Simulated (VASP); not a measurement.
# WS (Fm-3m) in VASP: further runs

WS is run at these levels: PBE+U; tasks: single point.

Program: VASP 6.6.1. These are calculated values, not measurements. Logs are shortened: lines on timing, memory, paths and dates and some standing lists are left out, and cuts for length are marked.

## 1. The cell of the first run

Symmetry: Fm-3m, No. 225, cubic system. The conventional cell has a = 5.484 Å, b = 5.484 Å, c = 5.484 Å, α = 90.00°, β = 90.00°, γ = 90.00°. Within 3.6 Å of W (site symmetry m-3m) lie 6 S at 2.74 Å. S (site symmetry m-3m) has 6 W at 2.74 Å within 3.6 Å.

## 2. Single point, PBE+U, collinear spin, ferrimagnetic start

INCAR

```
PREC = Accurate ; ENCUT = 520
EDIFF = 1E-7 ; ISMEAR = 0
SIGMA = 0.1 ; LREAL = F
LASPH = T ; NELM = 150
ALGO = Normal ; ISIF = 2
LWAVE = F ; LCHARG = F
ISPIN = 2 ; MAGMOM = 3.28 -0.17
LORBIT = 11 ; LMAXMIX = 4
LDAU = T ; LDAUTYPE = 2
LDAUL = 2 -1 ; LDAUU = 6.2 0
LDAUJ = 0 0 ; LDAUPRINT = 1
GGA = PE ; NBANDS = 21
```

KPOINTS

```
regular mesh
0
Gamma
  14 14 14
```

POSCAR

```
WS
1.0
    0.0000000000      2.7419823685      2.7419823685
    2.7419823685      0.0000000000      2.7419823685
    2.7419823685      2.7419823685      0.0000000000
W S
1 1
Direct
    0.0000000000      0.0000000000      0.0000000000
    0.5000000000      0.5000000000      0.5000000000
```

Potentials or basis: VASP PAW PBE potentials, release 64 (W_sv, S).

The run is started by

```sh
$ cat potpaw_PBE.64/W_sv/POTCAR potpaw_PBE.64/S/POTCAR > POTCAR
$ mpirun -np 1 vasp_std > vasp.out
```

OUTCAR:

```text
PREC = Accurate
   ENCUT = 520
   EDIFF = 1E-7
   ISMEAR = 0
   LREAL = F
   LASPH = T
   NELM = 150
   ISIF = 2
   ISPIN = 2
   LORBIT = 11
   GGA = PE

 ion  position               nearest neighbor table
   1  0.000  0.000  0.000-   2 2.74   2 2.74   2 2.74   2 2.74   2 2.74   2 2.74
   2  0.500  0.500  0.500-   1 2.74   1 2.74   1 2.74   1 2.74   1 2.74   1 2.74

  LATTYP: Found a face centered cubic cell.
 ALAT       =     5.4839647370

  Lattice vectors:

 A1 = (   0.0000000000,   2.7419823685,   2.7419823685)
 A2 = (   2.7419823685,   0.0000000000,   2.7419823685)
 A3 = (   2.7419823685,   2.7419823685,   0.0000000000)

Analysis of symmetry for initial positions (statically):
=====================================================================
 Subroutine PRICEL returns:
 Original cell was already a primitive cell.

 Routine SETGRP: Setting up the symmetry group for a
 face centered cubic supercell.

 Subroutine GETGRP returns: Found 48 space group operations
 (whereof 48 operations were pure point group operations)
 out of a pool of 48 trial point group operations.

The static configuration has the point symmetry O_h .

Analysis of symmetry for dynamics (positions and initial velocities):
=====================================================================
 Subroutine PRICEL returns:
 Original cell was already a primitive cell.

 Routine SETGRP: Setting up the symmetry group for a
 face centered cubic supercell.

 Subroutine GETGRP returns: Found 48 space group operations
 (whereof 48 operations were pure point group operations)
 out of a pool of 48 trial point group operations.

The dynamic configuration has the point symmetry O_h .

Analysis of structural, dynamic, and magnetic symmetry:
=====================================================================
 Subroutine PRICEL returns:
 Original cell was already a primitive cell.

 Routine SETGRP: Setting up the symmetry group for a
[... 167 lines left out ...]
  0.0000 -0.0000 -0.0000  0.0000  0.0689

 occupancies and eigenvectors

  o =  0.0303  v =  0.0000  0.0000  0.0000  0.0000  0.0000  0.0027  0.9981 -0.0000 -0.0613 -0.0000      0.0000  0.0000  0.0000  0.0000  0.0000  0.0000  0.0000  0.0000  0.0000  0.0000
  o =  0.0303  v =  0.0000  0.0000  0.0000  0.0000  0.0000  0.9997 -0.0040  0.0000 -0.0221 -0.0000      0.0000  0.0000  0.0000  0.0000  0.0000  0.0000  0.0000  0.0000  0.0000  0.0000
  o =  0.0303  v =  0.0000  0.0000  0.0000  0.0000  0.0000 -0.0223 -0.0612  0.0000 -0.9979  0.0000      0.0000  0.0000  0.0000  0.0000  0.0000  0.0000  0.0000  0.0000  0.0000  0.0000
  o =  0.0689  v =  0.0000  0.0000  0.0000  0.0000  0.0000 -0.0000 -0.0000 -0.0232 -0.0000 -0.9997      0.0000  0.0000  0.0000  0.0000  0.0000  0.0000  0.0000  0.0000  0.0000  0.0000
  o =  0.0689  v =  0.0000  0.0000  0.0000  0.0000  0.0000  0.0000  0.0000 -0.9997 -0.0000  0.0232      0.0000  0.0000  0.0000  0.0000  0.0000  0.0000  0.0000  0.0000  0.0000  0.0000
  o =  0.3787  v =  0.0000 -0.0000 -0.1070 -0.0000 -0.9943  0.0000  0.0000  0.0000  0.0000  0.0000      0.0000  0.0000  0.0000  0.0000  0.0000  0.0000  0.0000  0.0000  0.0000  0.0000
  o =  0.3787  v =  0.0000 -0.0000 -0.9943 -0.0000  0.1070  0.0000  0.0000  0.0000  0.0000  0.0000      0.0000  0.0000  0.0000  0.0000  0.0000  0.0000  0.0000  0.0000  0.0000  0.0000
  o =  0.7934  v =  0.0000 -0.0087 -0.0000  1.0000 -0.0000  0.0000  0.0000  0.0000  0.0000  0.0000      0.0000  0.0000  0.0000  0.0000  0.0000  0.0000  0.0000  0.0000  0.0000  0.0000
  o =  0.7934  v =  0.0000 -1.0000 -0.0000 -0.0087  0.0000  0.0000  0.0000  0.0000  0.0000  0.0000      0.0000  0.0000  0.0000  0.0000  0.0000  0.0000  0.0000  0.0000  0.0000  0.0000
  o =  0.7934  v =  1.0000  0.0000  0.0000  0.0000  0.0000  0.0000  0.0000  0.0000  0.0000  0.0000      0.0000  0.0000  0.0000  0.0000  0.0000  0.0000  0.0000  0.0000  0.0000  0.0000

 number of electron      19.9999999 magnetization       3.7219291

 Free energy of the ion-electron system (eV)
  ---------------------------------------------------
  ext. energy  EPLUGINS =         0.00000000
  ---------------------------------------------------
  free energy    TOTEN  =       -10.24532951 eV

  energy without entropy =      -10.24125591  energy(sigma->0) =      -10.24329271

 E-fermi :   7.9717     XC(G=0): -10.7640

 val. band max:        7.9626750542   @ k =  -0.3571   0.2143   0.0000
 cond. band min:       7.9844261245   @ k =  -0.1429   0.0714   0.0000
 fundamental gap:      0.0217510702
 Fermi energy:         7.9716501715

 spin component 1

 k-point     1 :       0.0000    0.0000    0.0000
  band No.  band energies     occupation
      1     -67.6282      1.00000
      2     -32.0527      1.00000
      3     -32.0527      1.00000
      4     -32.0527      1.00000
      5      -7.5574      1.00000
      6       3.7125      1.00000
[... 1145 lines left out ...]
     20      21.9113      0.00000
     21      23.4035      0.00000

 [... further k-points ...]
[... 5 lines left out ...]
  --------------------------------------------------------------------------------------
  -------------------------------------------------------------------------------------
  Total       -1.2907498     -1.2907498     -1.2907498      0.0000000     -0.0000000     -0.0000000
  in kB      -50.1566689    -50.1566689    -50.1566689      0.0000000     -0.0000000     -0.0000000
  external PRESSURE =     -50.1566689 kB  Pullay stress =       0.0000000 kB

 VOLUME and BASIS-vectors are now :
 -----------------------------------------------------------------------------
  energy-cutoff  :      520.00
  volume of cell :       41.23
      direct lattice vectors                 reciprocal lattice vectors
     0.000000000  2.741982368  2.741982368    -0.182349823  0.182349823  0.182349823
     2.741982368  0.000000000  2.741982368     0.182349823 -0.182349823  0.182349823
     2.741982368  2.741982368  0.000000000     0.182349823  0.182349823 -0.182349823

 POSITION                                       TOTAL-FORCE (eV/Angst)
 -----------------------------------------------------------------------------------
      0.00000      0.00000      0.00000         0.000000      0.000000      0.000000
      2.74198      2.74198      2.74198        -0.000000     -0.000000     -0.000000
 -----------------------------------------------------------------------------------
    total drift:                               -0.000000      0.000000      0.000000

  FREE ENERGIE OF THE ION-ELECTRON SYSTEM (eV)
  ---------------------------------------------------
  free  energy   TOTEN  =       -10.2453295148 eV

  energy  without entropy=      -10.2412559087  energy(sigma->0) =      -10.24329271

 total charge

# of ion       s       p       d       tot
------------------------------------------
    1        2.298   6.084   3.327  11.709
    2        1.321   2.353   0.000   3.673
--------------------------------------------------
tot          3.619   8.436   3.327  15.382

 magnetization (x)

# of ion       s       p       d       tot
------------------------------------------
    1        0.146   0.023   2.879   3.049
    2        0.013  -0.080   0.000  -0.067
--------------------------------------------------
tot          0.159  -0.057   2.879   2.982
```

OSZICAR:

```text
N       E                     dE             d eps       ncg     rms          rms(c)
DAV:   1     0.158514426730E+03    0.15851E+03   -0.93095E+03  8736   0.937E+02
DAV:   2    -0.211461952640E+01   -0.16063E+03   -0.15379E+03  9936   0.281E+02
DAV:   3    -0.885758840777E+01   -0.67430E+01   -0.66506E+01 10369   0.535E+01
DAV:   4    -0.892463632783E+01   -0.67048E-01   -0.67015E-01  9864   0.592E+00
DAV:   5    -0.892540439158E+01   -0.76806E-03   -0.76805E-03 10363   0.668E-01    0.147E+01
DAV:   6    -0.968890059372E+01   -0.76350E+00   -0.64883E+00  9964   0.111E+01    0.798E+00
DAV:   7    -0.101667942869E+02   -0.47789E+00   -0.53779E-01  9866   0.391E+00    0.306E+00
DAV:   8    -0.102068005899E+02   -0.40006E-01   -0.54576E-02  9742   0.181E+00    0.198E+00
DAV:   9    -0.102368496575E+02   -0.30049E-01   -0.39986E-02 10100   0.128E+00    0.961E-01
DAV:  10    -0.102414383102E+02   -0.45887E-02   -0.86373E-03  9861   0.484E-01    0.424E-01
DAV:  11    -0.102439211134E+02   -0.24828E-02   -0.25812E-03  9844   0.388E-01    0.160E-01
DAV:  12    -0.102450523971E+02   -0.11313E-02   -0.13102E-03  9701   0.235E-01    0.103E-01
DAV:  13    -0.102452495238E+02   -0.19713E-03   -0.25821E-04  9836   0.806E-02    0.498E-02
DAV:  14    -0.102453152384E+02   -0.65715E-04   -0.11542E-04  9976   0.492E-02    0.217E-02
DAV:  15    -0.102453291000E+02   -0.13862E-04   -0.16852E-05 10049   0.220E-02    0.883E-03
DAV:  16    -0.102453294992E+02   -0.39918E-06   -0.18214E-06  9911   0.908E-03    0.488E-03
DAV:  17    -0.102453295148E+02   -0.15640E-07   -0.33001E-07  9836   0.396E-03
   1 F= -.10245330E+02 E0= -.10243293E+02  d E =-.407361E-02  mag=     3.7216
```

stdout:

```text
POSCAR found type information on POSCAR W S
 POSCAR found :  2 types and       2 ions
 scaLAPACK will be used
 LDA part: xc-table for (Slater+PW92), standard interpolation
 POSCAR, INCAR and KPOINTS ok, starting setup
 FFT: planning ... GRIDC
 FFT: planning ... GRID_SOFT
 FFT: planning ... GRID
 WAVECAR not read
 entering main loop
```

It took 3.7 min on 1 thread of Intel Xeon 6975P-C (Granite Rapids), shared host; peak memory 0.28 GiB.

Results:

| Quantity | Value |
| --- | --- |
| Free energy | -10.2453 eV |
| Pressure | -5.0 GPa |
| Net moment | 3.72 μB per cell |
| Site moments | W +3.05; S -0.07 μB |
| Valence electrons inside the program's atomic spheres | W 11.71; S 3.67 |

Levels at points of the mesh, in eV from the Fermi level:
Spin up:
```tsv
k point	band 8	band 9	band 10	band 11	band 12	band 13	band 14	band 15	band 16	band 17
(0.00, 0.00, 0.00)	-4.26	-3.43	-3.43	-3.43	-1.90	-1.90	-1.09	7.48	9.72	9.72
(0.50, 0.00, 0.00)	-5.88	-2.73	-2.73	-2.43	1.21	3.03	3.03	4.51	4.51	5.82
(0.50, 0.50, 0.00)	-4.58	-4.58	-2.52	-2.52	-1.19	-1.11	0.61	7.23	7.59	10.09
```
Spin down:
```
           k point  band 5  band 6  band 7  band 8  band 9  band 10  band 11  band 12
(0.00, 0.00, 0.00)  -15.32   -3.38   -3.38   -3.38    0.23     0.94     0.94     0.94
(0.50, 0.00, 0.00)  -14.22   -7.40   -4.77   -4.77    2.02     3.30     3.57     3.57
(0.50, 0.50, 0.00)  -14.32   -6.17   -4.40   -4.40   -1.06     0.65     2.16     3.96
```

Eigenvalues of the final occupation matrices:
| site | spin | trace | eigenvalues |
| --- | --- | --- | --- |
| site 1 d | 1 | 3.14 | 0.38 0.38 0.79 0.79 0.79 |
| site 1 d | 2 | 0.23 | 0.03 0.03 0.03 0.07 0.07 |

Caveat: spin-orbit coupling is left out, which moves the levels of the heavy elements. The state reached can hang on the start; a lower one may exist.

## 3. Single point, PBE+U, collinear spin, ferromagnetic start

INCAR

```
PREC = Accurate ; ENCUT = 520
EDIFF = 1E-6 ; ISMEAR = 0
SIGMA = 0.1 ; LREAL = False
LASPH = True ; NELM = 150
ALGO = Normal ; ISIF = 2
LWAVE = False ; LCHARG = False
ISPIN = 2 ; MAGMOM = 1 0
LORBIT = 11 ; LMAXMIX = 4
LDAU = True ; LDAUTYPE = 2
LDAUL = 2 -1 ; LDAUU = 6.2 0
LDAUJ = 0 0 ; LDAUPRINT = 1
GGA = PE ; NBANDS = 21
```

KPOINTS

```
Automatic mesh
0
Gamma
  14 14 14
```

POSCAR is that of step 2.

Potentials or basis: VASP PAW PBE potentials, release 64 (W_sv, S).

The run is started by

```sh
$ cat potpaw_PBE.64/W_sv/POTCAR potpaw_PBE.64/S/POTCAR > POTCAR
$ mpirun -np 1 vasp_std > vasp.out
```

Run time: 3.9 min. Hardware: 1 thread of Intel Xeon 6975P-C (Granite Rapids), shared host; peak memory 0.28 GiB.

It converged, with:

| Item | Value |
| --- | --- |
| Free energy | -10.2453 eV |
| Pressure | -5.0 GPa |
| Net moment | 3.72 μB per cell |
| Site moments | W +3.05; S -0.07 μB |
| Valence electrons inside the program's atomic spheres | W 11.71; S 3.67 |

Levels at points of the mesh, in eV from the Fermi level:
Spin up:
| k point | band 8 | band 9 | band 10 | band 11 | band 12 | band 13 | band 14 | band 15 | band 16 | band 17 |
| --- | --- | --- | --- | --- | --- | --- | --- | --- | --- | --- |
| (0.00, 0.00, 0.00) | -4.26 | -3.43 | -3.43 | -3.43 | -1.90 | -1.90 | -1.09 | 7.48 | 9.72 | 9.72 |
| (0.50, 0.00, 0.00) | -5.88 | -2.73 | -2.73 | -2.43 | 1.21 | 3.03 | 3.03 | 4.51 | 4.51 | 5.82 |
| (0.50, 0.50, 0.00) | -4.58 | -4.58 | -2.52 | -2.52 | -1.19 | -1.11 | 0.61 | 7.23 | 7.59 | 10.09 |
Spin down:
```
           k point  band 4  band 5  band 6  band 7  band 8  band 9  band 10  band 11  band 12  band 13
(0.00, 0.00, 0.00)  -38.14  -15.32   -3.38   -3.38   -3.38    0.23     0.94     0.94     0.94     1.15
(0.50, 0.00, 0.00)  -38.14  -14.22   -7.40   -4.77   -4.77    2.02     3.30     3.57     3.57     5.46
(0.50, 0.50, 0.00)  -38.15  -14.32   -6.16   -4.40   -4.40   -1.06     0.65     2.16     3.96     4.42
```

Eigenvalues of the final occupation matrices:
| site | spin | trace | eigenvalues |
| --- | --- | --- | --- |
| site 1 d | 1 | 3.14 | 0.38 0.38 0.79 0.79 0.79 |
| site 1 d | 2 | 0.23 | 0.03 0.03 0.03 0.07 0.07 |

Caveat: spin-orbit coupling is left out, which moves the levels of the heavy elements. The state reached can hang on the start; a lower one may exist.
